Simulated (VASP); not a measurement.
Input of a VASP 6.6.1 run:

The input INCAR:

```
PREC = Accurate ; ENCUT = 520
EDIFF = 1E-6 ; ISMEAR = 0
SIGMA = 0.05 ; LREAL = False
LASPH = True ; NELM = 80
ALGO = Fast ; ISIF = 2
LWAVE = False ; LCHARG = False
GGA = CA ; NBANDS = 31
```

File KPOINTS:

```
regular mesh
0
Gamma
  12 12 6
```

POSCAR

```
SrMn2As2
1.0
    3.8645076127      0.0000000000      0.0000000000
   -1.9322538063      3.3467617657      0.0000000000
    0.0000000000      0.0000000000      7.1872481785
Sr Mn As
1 2 2
Direct
    0.0000000000      0.0000000000      0.0000000000
    0.3333333333      0.6666666667      0.6071548300
    0.6666666667      0.3333333333      0.3928451700
    0.3333333333      0.6666666667      0.2852584768
    0.6666666667      0.3333333333      0.7147415232
```

Potentials or basis: VASP PAW LDA potentials, release 64 (Sr_sv, Mn_pv, As).

Command:

```bash
$ cat potpaw_LDA.64/Sr_sv/POTCAR potpaw_LDA.64/Mn_pv/POTCAR potpaw_LDA.64/As/POTCAR > POTCAR
$ mpirun -np 1 vasp_std > vasp.out
```

Q: What does it give for the largest force?

A: 0.636 eV/Å.

Q: Predict the pressure.

A: -3.3 GPa.

Q: What does it give for the band gap on the k mesh?

A: Zero (band 23 reaches 5.94 eV, above the bottom of band 24 at 5.57 eV).

Forces on the atoms (eV/Å):
```
Sr   0.000  0.000  0.000
Mn   0.000  0.000 -0.636
Mn   0.000  0.000  0.636
As   0.000  0.000  0.627
As   0.000  0.000 -0.627
```

Spin polarisation is off, so any magnetic state and its effect on volume and gap are missing.
